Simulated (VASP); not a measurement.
Here is a VASP 6.6.1 calculation.

The input INCAR:

```
SYSTEM = GaAs
PREC = Accurate ; ENCUT = 600
EDIFF = 1E-7 ; ISMEAR = 0
SIGMA = 0.1 ; LREAL = .False.
LASPH = .True. ; NELM = 100
ALGO = Normal ; ISIF = 3
LWAVE = .False. ; LCHARG = .False.
GGA = PE ; IBRION = 2
NSW = 90 ; EDIFFG = -0.04
```

Contents of KPOINTS:

```
Automatic mesh
0
Gamma
  6 6 6
  0 0 0
```

Contents of POSCAR:

```
GaAs
1.0
   -1.8180509300      1.8180509300      3.3764252500
    1.8180509300     -1.8180509300      3.3764252500
    1.8180509300      1.8180509300     -3.3764252500
Ga As
1 1
Direct
    0.5000000000      0.5000000000      0.0000000000
    0.0000000000      0.0000000000      0.0000000000
```

Potentials or basis: VASP PAW PBE potentials, release 64 (Ga_d, As).

Command:

```console
$ cat potpaw_PBE.64/Ga_d/POTCAR potpaw_PBE.64/As/POTCAR > POTCAR
$ mpirun -np 1 vasp_std > vasp.out
```

(1) What does it give for the band gap on the k mesh?

(2) What does it give for the relaxed cell?

(3) Predict the relaxed volume.

(4) Predict the space group after relaxing (to 0.05 Å).

Results:

(1) zero (band 9 reaches 5.88 eV, above the bottom of band 10 at 2.73 eV).

(2) a = 3.813 Å, b = 3.813 Å, c = 3.813 Å, α = 120.06°, β = 120.06°, γ = 89.89°.

(3) 19.58 Å³/atom.

(4) Fm-3m (No. 225).

Caveat: the k points lie up to 0.39 Å⁻¹ apart in the final cell.
